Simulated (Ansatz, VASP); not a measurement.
# One calculation of Fe, two programs

The input INCAR:

```
PREC = Accurate
ENCUT = 600
EDIFF = 1E-6
ISMEAR = 0
SIGMA = 0.1
LREAL = False
LASPH = True
NELM = 200
ALGO = Normal
ISIF = 2
LWAVE = False
LCHARG = False
ISPIN = 2
MAGMOM = 4
LORBIT = 11
LMAXMIX = 4
GGA = PS
NBANDS = 14
GGA_COMPAT = False
```

File KPOINTS:

```
regular mesh
0
Gamma
  12 12 12
```

Contents of POSCAR:

```
Fe
1.0
   -1.4390000000      1.4390000000      1.4390000000
    1.4390000000     -1.4390000000      1.4390000000
    1.4390000000      1.4390000000     -1.4390000000
Fe
1
Direct
    0.0000000000      0.0000000000      0.0000000000
```

Input for Ansatz:

```yaml
crystal:
  lattice:
    - [-1.439, 1.439, 1.439]
    - [1.439, -1.439, 1.439]
    - [1.439, 1.439, -1.439]
  atoms:
    - { symbol: Fe, position: [0.0, 0.0, 0.0], spin: 4.0 }
magnetization:
  spin_polarized: true
hamiltonian:
  xc: pbesol
  pseudopotentials: { kind: paw }
basis:
  ecutwfc: 420
kpoints:
  mp_grid: { grid: [12, 12, 12] }
scf:
  occupations: { method: gaussian, width: 0.1 }
  lower_state_search: "off"
  algorithm: density_mixing
  max_iter: 50
  mixing: { algorithm: anderson, ndim: 8, beta: 0.5, preconditioner: none }
output:
  forces: true
  stress: true
```

Alike in both runs: task single point; functional PBEsol; k mesh 12 × 12 × 12; occupations gaussian, width 0.1 eV; collinear spin.

```csv
,VASP,Ansatz
version,VASP 6.6.1,Ansatz 0.2.0
potentials or method,"VASP PAW PBE potentials, release 64 (Fe), cutoff 600 eV","PAW, plane waves, scalar-relativistic"
valence electrons in the cell,8,16
```

VASP gave:

- pressure (GPa): -16.1
- net moment per atom (μB): 2.31
- size of the moment on the site where the two differ most (μB): 2.31

Problem. What did Ansatz give for the same quantities?

Solution. Pressure (GPa): -16.4; net moment per atom (μB): 2.28; size of the moment on the site where the two differ most (μB): 2.33.

VASP's potentials were made for PBE, not for PBEsol. Site moments also hang on the region over which each program counts them. VASP's potentials hold 8 valence electrons a cell and Ansatz's 16, so a difference there can come from the potentials and not from the codes. Ansatz's warnings: stability check not made.
